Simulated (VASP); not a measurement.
Set up this calculation in VASP 6.6.1, as the native input.

* Task: single point
* Functional: r2SCAN
* Potentials or basis: VASP PAW PBE potentials, release 64 (Sn_d, Se)
* Cutoff: 520 eV
* k mesh: 8 × 8 × 8
* Occupations: fermi-dirac, width 0.02 eV
* Spin: no spin polarisation
* Dipole correction: no
* Further INCAR settings: ALGO = Normal; EDIFF = 1e-07; NBANDS = 17

SnSe:

```
Sn Se
1.0
     0.00000    3.00211    3.00211
     3.00211    0.00000    3.00211
     3.00211    3.00211    0.00000
Sn Se
1 1
Direct
  0.00000 0.00000 0.00000
  0.50000 0.50000 0.50000
```

The input as run:

POSCAR

```
SnSe
1.0
    0.0000000000      3.0021131602      3.0021131602
    3.0021131602      0.0000000000      3.0021131602
    3.0021131602      3.0021131602      0.0000000000
Sn Se
1 1
Direct
    0.0000000000      0.0000000000      0.0000000000
    0.5000000000      0.5000000000      0.5000000000
```

INCAR.step1

```
SYSTEM = SnSe
PREC = Accurate
ENCUT = 520
ISMEAR = -1
SIGMA = 0.02
LREAL = .FALSE.
LASPH = .TRUE.
NELM = 100
NBANDS = 17
GGA = PE
ALGO = Normal
EDIFF = 1E-4
LWAVE = .TRUE.
LCHARG = .FALSE.
```

INCAR.step2

```
SYSTEM = SnSe
PREC = Accurate
ENCUT = 520
EDIFF = 1E-7
ISMEAR = -1
SIGMA = 0.02
LREAL = .FALSE.
LASPH = .TRUE.
NELM = 100
ALGO = Normal
ISIF = 2
LWAVE = .FALSE.
LCHARG = .FALSE.
METAGGA = R2SCAN
LMIXTAU = .TRUE.
NBANDS = 17
ISTART = 1
```

KPOINTS

```
regular mesh
0
G
  8 8 8
  0 0 0
```

Potentials or basis: VASP PAW PBE potentials, release 64 (Sn_d, Se).

Command:

```bash
$ cat potpaw_PBE.64/Sn_d/POTCAR potpaw_PBE.64/Se/POTCAR > POTCAR
$ cp INCAR.step1 INCAR
$ mpirun -np 1 vasp_std > vasp.out
$ cp INCAR.step2 INCAR
$ mpirun -np 1 vasp_std > vasp.out
```

It gave:

The pressure is 0.3 GPa. The band gap on the k mesh is 0.49 eV, direct.

Caveat: the PAW data sets were made with another functional, which shifts forces and pressure a little; spin-orbit coupling is left out, which moves the levels of the heavy elements.

Run time: 70 s on 1 thread of Intel Xeon 6975P-C, with other jobs on the host, peak memory 0.2 GiB.
